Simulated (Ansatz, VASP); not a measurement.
# HfO2: VASP beside Ansatz

```
CELL_PARAMETERS angstrom
-4.62500 4.62500 1.99388
4.62500 -4.62500 1.99388
4.62500 4.62500 -1.99388
ATOMIC_POSITIONS crystal
Hf 0.29309 0.03485 0.32794
Hf 0.03485 0.70691 0.74177
Hf 0.96515 0.29309 0.25823
Hf 0.70691 0.96515 0.67206
O 0.50629 0.14720 0.65349
O 0.17980 0.85602 0.03582
O 0.14720 0.49371 0.64091
O 0.14398 0.17980 0.32378
O 0.85602 0.82020 0.67622
O 0.85280 0.50629 0.35909
O 0.82020 0.14398 0.96418
O 0.49371 0.85280 0.34651
```

Alike in both runs: functional r2SCAN; k mesh 6 × 6 × 6; occupations gaussian, width 0.02 eV; no spin polarisation.

Ansatz relaxed the structure, and its values are those at the end. VASP's run is a single point on that final structure, the one shown.

|  | VASP | Ansatz |
| --- | --- | --- |
| version | VASP 6.6.1 | Ansatz 0.2.0 |
| potentials or method | VASP PAW PBE potentials, release 64 (Hf_pv, O), cutoff 520 eV | scalar-relativistic, plane waves, PAW |
| valence electrons in the cell | 88 | 152 |

```tsv
	VASP	Ansatz	Ansatz less VASP
gap on the k mesh at the Fermi level (eV)	4.32	4.35	+0.024
least direct gap on the mesh (eV)	4.89	4.91	+0.018
pressure (GPa)	-2.4	-0.1	+2.32
rms of the force components (eV/Å)	0.025	0.003	-0.0222
```

VASP's potentials were made for PBE, not for r2SCAN. VASP's potentials hold 88 valence electrons a cell and Ansatz's 152, so a difference there can come from the potentials and not from the codes.

Spin-orbit coupling is off throughout.
